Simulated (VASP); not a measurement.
# GePt (P1) in VASP: single point with PBEsol

Aim: the single point of GePt with PBEsol.

Program: VASP 6.6.1. These are calculated values, not measurements. Logs are shortened: lines on timing, memory, paths and dates and some standing lists are left out, and cuts for length are marked.

## (1) The cell of the first run

The typed cell holds 16 atoms: a = 6.897 Å, b = 6.897 Å, c = 7.199 Å, α = 106.33°, β = 106.33°, γ = 114.39°.

## (2) Single point, PBEsol

The input, INCAR:

```
SYSTEM = GePt
PREC = Accurate
ENCUT = 520
EDIFF = 1E-6
ISMEAR = -1
SIGMA = 0.0948
LREAL = Auto
LASPH = .TRUE.
NELM = 100
ALGO = Normal
ISIF = 2
LWAVE = .FALSE.
LCHARG = .TRUE.
GGA = PS
LVHAR = .TRUE.
NBANDS = 110
KPAR = 4
```

The input, KPOINTS:

```
Automatic mesh
0
Gamma
  4 4 4
  0.5 0.5 0.5
```

The input, POSCAR:

```
GePt
1.0
    5.7974419504     -3.7369753669      0.0000000000
   -5.7974419504     -3.7369753669      0.0000000000
    0.0000000000      3.7369753669     -6.1527635553
Ge Pt
8 8
Direct
    0.2530933962      0.4334343136      0.4246803857
    0.7290537467      0.9050142839      0.3888979283
    0.2739004075      0.0728962388      0.5922719063
    0.7595648934      0.5677994545      0.5679488523
    0.6721026924      1.0054490228      0.9266990270
    0.1582241767      0.4617178580      0.8913984668
    0.7951138078      0.5204261070      0.1060050486
    0.3185017490      0.0048253007      0.0942912879
    0.5573061544      0.5397030459      0.7856295722
    0.0478685732      0.0213394589      0.8267166379
    0.9888130275      1.0072483997      0.2032556572
    0.4382483692      0.4165444865      0.1812080035
    0.2552635952      0.7850731260      0.2871291874
    0.7574922527      0.2723441436      0.2849963247
    0.2109865314      0.7253145791      0.6712057050
    0.6905816860      0.1876243430      0.6792183646
```

Potentials or basis: VASP PAW PBE potentials, release 64 (Ge_d, Pt).

Started as:

```sh
$ cat potpaw_PBE.64/Ge_d/POTCAR potpaw_PBE.64/Pt/POTCAR > POTCAR
$ mpirun -np 4 vasp_std > vasp.out
```

OUTCAR:

```text
SYSTEM = GePt
   PREC = Accurate
   ENCUT = 520
   EDIFF = 1E-6
   ISMEAR = -1
   LREAL = Auto
   LASPH = .TRUE.
   NELM = 100
   ISIF = 2
   GGA = PS

 ion  position               nearest neighbor table
   1  0.253  0.433  0.425-  11 2.41  12 2.45  15 2.46   9 2.51  13 2.86  14 2.87
   2  0.729  0.905  0.389-  11 2.52  16 2.59  12 2.74  14 2.78  13 2.82  10 2.94
   3  0.274  0.073  0.592-  13 2.44  16 2.47  15 2.51  10 2.60   9 2.62  11 2.71
   4  0.760  0.568  0.568-   9 2.37  14 2.43  10 2.59  12 2.60  15 2.62  16 2.85
   5  0.672  0.005  0.927-  14 2.44  16 2.45  11 2.50  15 2.62   9 2.76  10 2.85
   6  0.158  0.462  0.891-  12 2.60  16 2.62  10 2.67  15 2.71  13 2.77   9 2.94
   7  0.795  0.520  0.106-  14 2.39   9 2.50  12 2.53  13 2.58  11 2.83  16 2.94
   8  0.319  0.005  0.094-  13 2.32  10 2.34  12 2.43  14 2.47  11 2.61  15 2.79
   9  0.557  0.540  0.786-   4 2.37   7 2.50   1 2.51   3 2.62   5 2.76  16 2.92   6 2.94  11 3.14
                            15 3.17  12 3.41  10 3.49
  10  0.048  0.021  0.827-   8 2.34   4 2.59   3 2.60   6 2.67  12 2.71  15 2.83   5 2.85  11 2.87
                             2 2.94  16 3.17   9 3.49
  11  0.989  0.007  0.203-   1 2.41   5 2.50   2 2.52   8 2.61   3 2.71   7 2.83  10 2.87  13 2.88
                            14 2.93   9 3.14  12 3.30
  12  0.438  0.417  0.181-   8 2.43   1 2.45   7 2.53   4 2.60   6 2.60  10 2.71   2 2.74  14 2.77
                            13 3.28  11 3.30   9 3.41
  13  0.255  0.785  0.287-   8 2.32   3 2.44   7 2.58   6 2.77   2 2.82   1 2.86  11 2.88  16 2.94
                            15 2.99  12 3.28
  14  0.757  0.272  0.285-   7 2.39   4 2.43   5 2.44   8 2.47  12 2.77   2 2.78   1 2.87  11 2.93
                            15 3.07  16 3.17
  15  0.211  0.725  0.671-   1 2.46   3 2.51   5 2.62   4 2.62   6 2.71   8 2.79  10 2.83  13 2.99
                            14 3.07   9 3.17  16 3.49
  16  0.691  0.188  0.679-   5 2.45   3 2.47   2 2.59   6 2.62   4 2.85   9 2.92  13 2.94   7 2.94
                            14 3.17  10 3.17  15 3.49

  LATTYP: Found a face centered orthorhombic cell.
 ALAT       =     7.4739507338
 B/A-ratio  =     1.5513728032
 C/A-ratio  =     1.6464554757

  Lattice vectors:

 A1 = (  -5.7974419504,   0.0000000000,  -6.1527635553)
 A2 = (   0.0000000000,  -3.7369753669,  -6.1527635553)
 A3 = (  -5.7974419504,  -3.7369753669,   0.0000000000)

Analysis of symmetry for initial positions (statically):
=====================================================================
 Subroutine PRICEL returns:
 Original cell was already a primitive cell.

 Routine SETGRP: Setting up the symmetry group for a
 face centered orthorhombic supercell.

 Subroutine GETGRP returns: Found  1 space group operations
 (whereof  1 operations were pure point group operations)
 out of a pool of  8 trial point group operations.

The static configuration has the point symmetry C_1 .

Analysis of symmetry for dynamics (positions and initial velocities):
=====================================================================
 Subroutine PRICEL returns:
 Original cell was already a primitive cell.

 Routine SETGRP: Setting up the symmetry group for a
 face centered orthorhombic supercell.

 Subroutine GETGRP returns: Found  1 space group operations
 (whereof  1 operations were pure point group operations)
 out of a pool of  8 trial point group operations.

The dynamic configuration has the point symmetry C_1 .

 Subroutine INISYM returns: Found  1 space group operations
 (whereof  1 operations are pure point group operations),
 and found     1 'primitive' translations

----------------------------------------------------------------------------------------

                                     Primitive cell

  volume of cell :     266.5980

  direct lattice vectors                    reciprocal lattice vectors
     5.797441950 -3.736975367  0.000000000     0.086244934 -0.133798045 -0.081264296
    -5.797441950 -3.736975367  0.000000000    -0.086244934 -0.133798045 -0.081264296
     0.000000000  3.736975367 -6.152763555     0.000000000  0.000000000 -0.162528592

  length of vectors
     6.897486358  6.897486358  7.198714070     0.178728821  0.178728821  0.162528592

  position of ions in fractional coordinates (direct lattice)
     0.253093396  0.433434314  0.424680386
     0.729053747  0.905014284  0.388897928
     0.273900408  0.072896239  0.592271906
     0.759564893  0.567799454  0.567948852
     0.672102692  0.005449023  0.926699027
     0.158224177  0.461717858  0.891398467
[... 8 lines left out ...]
     0.210986531  0.725314579  0.671205705
     0.690581686  0.187624343  0.679218365

  ion indices of the primitive-cell ions
   primitive index   ion index
                 1           1
                 2           2
                 3           3
                 4           4
                 5           5
                 6           6
[... 8 lines left out ...]
                15          15
                16          16

----------------------------------------------------------------------------------------

 KPOINTS: Automatic mesh

Automatic generation of k-mesh.
 Grid dimensions read from file:
 generate k-points for:    4    4    4

 Generating k-lattice:

  Cartesian coordinates                     Fractional coordinates (reciprocal lattice)
     0.021561234 -0.033449511 -0.020316074     0.250000000 -0.000000000  0.000000000
    -0.021561234 -0.033449511 -0.020316074    -0.000000000  0.250000000  0.000000000
     0.000000000  0.000000000 -0.040632148     0.000000000  0.000000000  0.250000000

  Length of vectors
     0.044682205  0.044682205  0.040632148

  Shift w.r.t. Gamma in fractional coordinates (k-lattice)
     0.500000000  0.500000000  0.500000000

 Subroutine IBZKPT returns following result:
 ===========================================

 Found     32 irreducible k-points:

 Following reciprocal coordinates:
            Coordinates               Weight
  0.125000  0.125000  0.125000      2.000000
  0.125000  0.125000 -0.375000      2.000000
  0.375000  0.125000  0.125000      2.000000
  0.125000  0.375000  0.375000      2.000000
 -0.125000 -0.375000 -0.125000      2.000000
 -0.375000 -0.125000 -0.375000      2.000000
[... 16 lines left out ...]
  0.125000  0.375000 -0.375000      2.000000
 -0.125000 -0.125000  0.125000      2.000000
 [... further k-points ...]
   k-points           NKPTS =     32   k-points in BZ     NKDIM =     32   number of bands    NBANDS=    110
   number of dos      NEDOS =    301   number of ions     NIONS =     16
   total plane-waves  NPLWV = 157464
   dimension x,y,z NGX =    54 NGY =   54 NGZ =   54
   dimension x,y,z NGXF=   108 NGYF=  108 NGZF=  108
   ions per type =               8   8
   NGX,Y,Z   is equivalent  to a cutoff of  13.02, 13.02, 12.47 a.u.
   NGXF,Y,Z  is equivalent  to a cutoff of  26.03, 26.03, 24.94 a.u.
 SYSTEM =  GePt
   PREC   = accura    normal or accurate (medium, high low for compatibility)
   ISTART =      0    job   : 0-new  1-cont  2-samecut
   ICHARG =      2    charge: 1-file 2-atom 10-const
   ISPIN  =      1    spin polarized calculation?
   LNONCOLLINEAR =      F non collinear calculations
   LSORBIT =      F    spin-orbit coupling
   LASPH  =      T    aspherical Exc in radial PAW
   ENCUT  =  520.0 eV  38.22 Ry    6.18 a.u.  12.82 12.82 13.38*2*pi/ulx,y,z
   NELM   =    100;   NELMIN=  2; NELMDL= -5     # of ELM steps
   EDIFF  = 0.1E-05   stopping-criterion for ELM
   LREAL  =      T    real-space projection
   EDIFFG = 0.1E-04   stopping-criterion for IOM
   NSW    =      0    number of steps for IOM
   IBRION =     -1    ionic relax: 0-MD 1-quasi-New 2-CG
   NFREE  =      0    steps in history (QN), initial steepest desc. (CG)
   ISIF   =      2    stress and relaxation
   ISYM   =      2    0-nonsym 1-usesym 2-fastsym
   POTIM  = 0.5000    time-step for ionic-motion
   TEBEG  =    0.0;   TEEND  =   0.0 temperature during run
   PSTRESS=    0.0 pullay stress
   NELECT =     192.0000    total number of electrons
   NUPDOWN=      -1.0000    fix difference up-down
   EMIN   =  10.00;   EMAX   =-10.00  energy-range for DOS
   EFERMI =   0.00;   METHOD = LEGACY
   ISMEAR =    -1;   SIGMA  =   0.09  broadening in eV -4-tet -1-fermi 0-gaus
   EFERMI_NEDOS =   21; number of points for ismear=-14 and -15
   IALGO  =     38    algorithm
   IMIX   =      4    mixing-type and parameters
     AMIX     =   0.40;   BMIX     =  1.00
     AMIX_MAG =   1.60;   BMIX_MAG =  1.00
  volume/ion in A,a.u.               =      16.66       112.44
  Fermi-wavevector in a.u.,A,eV,Ry     =   1.467426  2.773034 29.297967  2.153340
  Thomas-Fermi vector in A             =   2.583045
   LORBIT       =      0    0 simple, 1 ext, 2 COOP (PROOUT), +10 PAW based schemes
   GGA     = PS    functional components
   LHFCALC =     F    Hartree Fock is set to
   AEXX    =    0.0000 exact exchange contribution
   IVDW    =     0    specifies the selected vdW correction
   LEPSILON=     F    determine dielectric tensor
   LRPA    =     F    only Hartree local field effects (RPA)
 non-spin polarized calculation
  energy-cutoff  :      520.00
  volume of cell :      266.60
 maximum number of plane-waves:      7202
 NGX is ok and might be reduce to    54
   NGX = 25   NGY = 25   NGZ = 27

 number of electron     192.0000003 magnetization

 Free energy of the ion-electron system (eV)
  ---------------------------------------------------
  ext. energy  EPLUGINS =         0.00000000
  ---------------------------------------------------
  free energy    TOTEN  =      -101.35314857 eV

  energy without entropy =     -101.22615872  energy(sigma->0) =     -101.28965365

 E-fermi :   9.0834     XC(G=0): -12.4176

 val. band max:        9.0461761370   @ k =   0.1250  -0.3750   0.3750
 cond. band min:       9.1132889258   @ k =   0.3750  -0.1250   0.3750
 fundamental gap:      0.0671127887
 Fermi energy:         9.0833799338

 k-point     1 :       0.1250    0.1250    0.1250
  band No.  band energies     occupation
      1     -15.9831      2.00000
      2     -15.9815      2.00000
      3     -15.9760      2.00000
      4     -15.9609      2.00000
      5     -15.9469      2.00000
      6     -15.9386      2.00000
[... 100 lines left out ...]
    107      12.5234      0.00000
    108      12.9117      0.00000
[... 2551 lines left out ...]
    107      12.4801      0.00000
    108      12.6876      0.00000

 [... further k-points ...]

 [bands above 108 left out]

------------------------ aborting loop because EDIFF is reached ----------------------------------------

  FORCE on cell =-STRESS in cart. coord.  units (eV):
  Direction    XX          YY          ZZ          XY          YZ          ZX
  --------------------------------------------------------------------------------------
  -------------------------------------------------------------------------------------
  Total        0.8265377      1.6639469      3.2192103      0.6924905     -2.2329943      0.4032357
  in kB        4.9672542      9.9998432     19.3465295      4.1616689    -13.4196542      2.4233310
  external PRESSURE =      11.4378756 kB  Pullay stress =       0.0000000 kB

 VOLUME and BASIS-vectors are now :
 -----------------------------------------------------------------------------
  energy-cutoff  :      520.00
  volume of cell :      266.60
      direct lattice vectors                 reciprocal lattice vectors
     5.797441950 -3.736975367  0.000000000     0.086244934 -0.133798045 -0.081264296
    -5.797441950 -3.736975367  0.000000000    -0.086244934 -0.133798045 -0.081264296
     0.000000000  3.736975367 -6.152763555     0.000000000  0.000000000 -0.162528592

 POSITION                                       TOTAL-FORCE (eV/Angst)
 -----------------------------------------------------------------------------------
     -1.04552     -0.97852     -2.61296        -1.004322     -0.094854     -0.157395
     -1.02012     -4.65317     -2.39280        -0.522932      0.627494     -0.732865
      1.16531      0.91733     -3.64411        -1.226083      0.069359     -0.318502
      1.11175     -2.83792     -3.49445         0.151921     -0.643952     -0.692179
      3.86489      0.93106     -5.70176         0.817347      0.188711      1.277069
     -1.75949      1.01443     -5.48456        -0.316077      0.044210     -0.309853
[... 8 lines left out ...]
     -2.98179     -0.99066     -4.12977         1.147245      0.606389     -0.338062
      2.91587     -0.74361     -4.17907         0.893718     -1.204849      0.173537
 -----------------------------------------------------------------------------------
    total drift:                               -0.000982     -0.000925     -0.003210

  FREE ENERGIE OF THE ION-ELECTRON SYSTEM (eV)
  ---------------------------------------------------
  free  energy   TOTEN  =      -101.3531485696 eV

  energy  without entropy=     -101.2261587218  energy(sigma->0) =     -101.28965365
```

Wall time 13 min (4 MPI ranks of AMD EPYC 7R13 (Zen 3), shared host); peak memory 0.77 GiB.

Results:

```yaml
Free_energy: -101.3531 eV
Pressure: 1.1 GPa
Largest_force: 2.681 eV/Å
Band_gap_on_the_k_mesh: zero (bands 96 and 97 overlap by 0.63 eV)
```

Forces on the atoms (eV/Å):
```
Ge  -1.004 -0.095 -0.157
Ge  -0.523  0.627 -0.733
Ge  -1.226  0.069 -0.319
Ge   0.152 -0.644 -0.692
Ge   0.817  0.189  1.277
Ge  -0.316  0.044 -0.310
Ge   0.176 -1.828  1.096
Ge   1.045  0.062  0.697
Pt  -0.760  0.920 -1.128
Pt  -1.488  0.260  2.215
Pt  -0.092  1.145  0.302
Pt  -1.892 -1.861 -0.361
Pt   1.579  1.351 -0.225
Pt   1.491  0.358 -1.497
Pt   1.147  0.606 -0.338
Pt   0.894 -1.205  0.174
```

Levels at points of the mesh, in eV from the Fermi level:
```tsv
k point	band 92	band 93	band 94	band 95	band 96	band 97	band 98	band 99	band 100	band 101
(0.12, 0.12, 0.12)	-1.47	-1.38	-1.31	-1.01	-0.42	0.48	0.64	1.15	1.45	1.59
```

Caveat: the atoms stand as in a frame of molecular dynamics; the PAW data sets were made with another functional, which shifts forces and pressure a little; spin-orbit coupling is left out, which moves the levels of the heavy elements.

The gap in the log of VASP goes by the Fermi energy; the results here count the filled bands.